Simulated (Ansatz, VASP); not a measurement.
**ScTe2: VASP beside Ansatz**

INCAR

```
SYSTEM = ScTe2
  PREC = Accurate
  ENCUT = 520
  EDIFF = 1E-7
  ISMEAR = 0
  SIGMA = 0.05
  LREAL = .FALSE.
  LASPH = .TRUE.
  NELM = 80
  ALGO = Normal
  ISIF = 2
  LWAVE = .FALSE.
  LCHARG = .FALSE.
  GGA = PE
  NBANDS = 18
```

Contents of KPOINTS:

```
regular mesh
0
G
  8 8 8
  0 0 0
```

Contents of POSCAR:

```
ScTe2
1.0
    0.0000000000      3.4962190199      3.4962190199
    3.4962190199      0.0000000000      3.4962190199
    3.4962190199      3.4962190199      0.0000000000
Sc Te
1 2
Direct
    0.0000000000      0.0000000000      0.0000000000
    0.2500000000      0.2500000000      0.2500000000
    0.7500000000      0.7500000000      0.7500000000
```

Input for Ansatz:

```yaml
crystal:
  lattice:
    - [0.0, 3.4962190199, 3.4962190199]
    - [3.4962190199, 0.0, 3.4962190199]
    - [3.4962190199, 3.4962190199, 0.0]
  atoms:
    - { symbol: Sc, position: [0.0, 0.0, 0.0] }
    - { symbol: Te, position: [0.25, 0.25, 0.25] }
    - { symbol: Te, position: [0.75, 0.75, 0.75] }
basis:
  ecutwfc: 420
  ecutrho_ratio: 4
kpoints:
  mp_grid: { grid: [8, 8, 8] }
hamiltonian:
  xc: pbe
scf:
  occupations: { method: gaussian, width: 0.05 }
output:
  forces: true
  stress: true
  eigenvalues: true
```

Alike in both runs: task single point; functional PBE; k mesh 8 × 8 × 8; occupations gaussian, width 0.05 eV; no spin polarisation.

```csv
,VASP,Ansatz
version,VASP 6.6.1,Ansatz 0.2.0
potentials or method,"VASP PAW PBE potentials, release 64 (Sc_sv, Te), cutoff 520 eV","scalar-relativistic, plane waves, PAW"
valence electrons in the cell,23,43
```

|  | VASP | Ansatz | Ansatz less VASP |
| --- | --- | --- | --- |
| gap on the k mesh at the Fermi level (eV) | none | none | - |
| pressure (GPa) | 3.4 | 3.3 | -0.08 |

A gap of «none» marks a metal or a gap that the smearing closes. VASP's potentials hold 23 valence electrons a cell and Ansatz's 43, so a difference there can come from the potentials and not from the codes.

Spin-orbit coupling is off throughout.
